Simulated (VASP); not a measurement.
# C: single point with LDA

Slab: C, a slab with vacuum.

```
C
1.0
     2.61580    0.00000    0.00000
    -1.30790    2.26535    0.00000
     0.00000    0.00000    8.09770
C
2
Direct
  0.33333 0.66667 0.00000
  0.66667 0.33333 0.00000
```

```yaml
Program: VASP 6.6.1
Task: single point
Functional: LDA
Potentials_or_basis: VASP PAW LDA potentials, release 64 (C)
Cutoff: 520 eV
k_mesh: 21 × 21 × 6
Occupations: gaussian, width 0.15 eV
Spin: no spin polarisation
```

```
Band gap on the k mesh : zero (filled and empty bands touch)
```

Levels at points of the mesh, in eV from the Fermi level:
| k point | band 2 | band 3 | band 4 | band 5 | band 6 | band 7 |
| --- | --- | --- | --- | --- | --- | --- |
| (0.00, 0.00, 0.00) | -6.52 | -3.06 | -3.06 | 3.61 | 6.25 | 7.16 |
| (0.00, 0.00, 0.50) | -6.52 | -3.06 | -3.06 | 4.43 | 4.54 | 7.16 |

It took 68 s on 1 thread of Intel(R) Xeon(R) Platinum 8259CL CPU @ 2.50GHz (Skylake/Cascade Lake), with other jobs on the host, peak memory 0.19 GiB.
